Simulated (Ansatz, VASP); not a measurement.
**One calculation of Fe, two programs**

```xyz
4
Lattice="3.5983 0.0000 0.0000 -1.7991 3.1162 0.0000 0.0000 0.0000 4.7773" Properties=species:S:1:pos:R:3 pbc="T T T"
Fe    0.0000    2.0775    2.2252
Fe    1.7991    1.0387    4.6138
Fe    1.7991    1.0387    2.5521
Fe    0.0000    2.0775    0.1634
```

Alike in both runs: functional PBEsol; k mesh 15 × 15 × 10; occupations gaussian, width 0.1 eV; no spin polarisation.

Ansatz relaxed the structure, and its values are those at the end. VASP's run is a single point on that final structure, the one shown.

```csv
,VASP,Ansatz
version,VASP 6.6.1,Ansatz 0.2.0
potentials or method,"VASP PAW PBE potentials, release 64 (Fe), cutoff 520 eV","scalar-relativistic, plane waves, PAW"
valence electrons in the cell,32,64
```

```tsv
	VASP	Ansatz	Ansatz less VASP
gap on the k mesh at the Fermi level (eV)	none	none	-
pressure (GPa)	-1.5	0.0	+1.49
rms of the force components (eV/Å)	0.017	0.000	-0.0161
```

VASP's potentials were made for PBE, not for PBEsol. A gap of «none» marks a metal or a gap that the smearing closes. VASP's potentials hold 32 valence electrons a cell and Ansatz's 64, so a difference there can come from the potentials and not from the codes.
